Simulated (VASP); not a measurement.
Runs of VASP 6.6.1 on ZrBrF. The structure is that of space group P4/mmm (No. 123), or close to it. The cells are those of the table. 

```tsv
task	spin	cell	cutoff (eV)	gap on the mesh (eV)	pressure (GPa)
single point	off	a = 3.867, b = 3.867, c = 4.995 Å, 3 atoms	520	none	-0.3
single point	off	a = 4.180, b = 4.180, c = 3.925 Å, 3 atoms	520	none	60.6
single point	collinear, ferromagnetic start	a = 3.867, b = 3.867, c = 4.995 Å, 3 atoms	520	none	(a)
relaxation of cell and atoms	off	relaxed from a = 4.180, b = 4.180, c = 3.925 Å, 3 atoms	600	none	0.1
```

Alike in all rows: level PBE; potentials or basis VASP PAW PBE potentials, release 64 (Zr_sv, Br, F); k mesh 4 × 4 × 4; smearing gaussian 0.1 eV.

Question: Fill in the values left out.

Answer: (a) 0.9.

Caveats: all runs use coarse meshes.

A k mesh can miss the band edges, and the runs leave out spin-orbit coupling on Br, Zr.

A gap of «none» marks levels without a gap at the run's occupations.
